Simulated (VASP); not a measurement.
Write the native input for VASP 6.6.1 that does the following.

```yaml
Task: relaxation of the atoms
Functional: PBE
Potentials_or_basis: VASP PAW PBE potentials, release 64 (Si, Li_sv)
Cutoff: 520 eV
k_mesh: 2 × 2 × 2
Occupations: gaussian, width 0.05 eV
Spin: collinear spin
Starting_moments: "[0.0, 0.0, 0.0, 0.0, 0.0, 0.0, 0.0, 0.0, 0.0, 0.0, 0.0, 0.0, 0.0, 0.0, 0.0, 0.0, 1.0] μB"
Dipole_correction: no
Further_INCAR_settings: LREAL = Auto; ALGO = Normal; EDIFF = 1e-07; IBRION = 2; EDIFFG = -0.03; NSW = 80
```

The structure of LiSi16 (a cell with a defect) lies in POSCAR:

```
LiSi16
1.0
    0.0000000000      5.4300000000      5.4300000000
    5.4300000000      0.0000000000      5.4300000000
    5.4300000000      5.4300000000      0.0000000000
Si Li
16 1
Direct
    0.0000000000      0.0000000000      0.0000000000
    0.1250000000      0.1250000000      0.1250000000
    0.0000000000      0.0000000000      0.5000000000
    0.1250000000      0.1250000000      0.6250000000
    0.0000000000      0.5000000000      0.0000000000
    0.1250000000      0.6250000000      0.1250000000
    0.0000000000      0.5000000000      0.5000000000
    0.1250000000      0.6250000000      0.6250000000
    0.5000000000      0.0000000000      0.0000000000
    0.6250000000      0.1250000000      0.1250000000
    0.5000000000      0.0000000000      0.5000000000
    0.6250000000      0.1250000000      0.6250000000
    0.5000000000      0.5000000000      0.0000000000
    0.6250000000      0.6250000000      0.1250000000
    0.5000000000      0.5000000000      0.5000000000
    0.6250000000      0.6250000000      0.6250000000
    0.2353273000      0.2600664000      0.2605716000
```

These files were run (other wordings do the same):

INCAR

```
ALGO = Normal ; EDIFF = 1E-7
EDIFFG = -0.03 ; ENCUT = 520
GGA = PE ; IBRION = 2
ISIF = 2 ; ISMEAR = 0
ISPIN = 2 ; KPAR = 2
LASPH = T ; LCHARG = F
LORBIT = 11 ; LREAL = Auto
LWAVE = F ; MAGMOM = 0 0 0 0 0 0 0 0 0 0 0 0 0 0 0 0 1
NELM = 150 ; NSW = 80
PREC = Accurate ; SIGMA = 0.05
```

KPOINTS

```
k-points
0
Gamma
  2 2 2
```

Potentials or basis: VASP PAW PBE potentials, release 64 (Si, Li_sv).

The run is started by

```console
$ cat potpaw_PBE.64/Si/POTCAR potpaw_PBE.64/Li_sv/POTCAR > POTCAR
$ mpirun -np 4 vasp_std > vasp.out
```

Results of the run:

```json
{"Energy gained by relaxing": "9.3 meV/atom", "Ionic steps": "14", "Largest force after relaxing": "0.021 eV/Å", "Net moment": "0.00 μB per cell", "Valence electrons inside the program's atomic spheres": "Si 1.71, 1.69, 1.70 (each value once); Li 2.12"}
```

Caveat: the k points lie up to 0.50 Å⁻¹ apart.

Wall time 8.2 min on 4 MPI ranks on Intel(R) Xeon(R) 6975P-C (Granite Rapids) (shared host), peak memory 0.47 GiB a rank.
